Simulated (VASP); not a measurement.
Cd: single point with PBEsol

Crystal: Cd.

```
Cd
1.0
     0.00000    3.23297    3.23297
     3.23297    0.00000    3.23297
     3.23297    3.23297    0.00000
Cd
2
Direct
  0.00000 0.00000 0.00000
  0.25000 0.25000 0.25000
```

This isn't the form of Cd at room conditions, which is hcp.

```yaml
Program: VASP 6.6.1
Task: single point
Functional: PBEsol
Potentials_or_basis: VASP PAW PBE potentials, release 64 (Cd)
Cutoff: 500 eV
k_mesh: 6 × 6 × 6
Occupations: fermi-dirac, width 0.05 eV
Spin: no spin polarisation
```

The pressure is 0.5 GPa. The band gap on the k mesh is zero (bands 12 and 13 overlap by 5.22 eV).

Levels at points of the mesh, in eV from the Fermi level:
```csv
k point,band 10,band 11,band 12,band 13,band 14,band 15
"(0.00, 0.00, 0.00)",-8.20,-6.75,4.65,4.65,4.65,5.62
"(0.50, 0.00, 0.00)",-8.17,-4.38,-2.69,2.90,2.90,4.75
"(0.50, 0.50, 0.00)",-8.11,-2.97,-2.97,0.94,0.94,3.85
```

Wall time 16 s on 1 thread of Intel(R) Xeon(R) Platinum 8259CL CPU @ 2.50GHz (Skylake/Cascade Lake), with other jobs on the host, peak memory 0.2 GiB.

Caveat: the PAW data sets were made with another functional, which shifts forces and pressure a little.
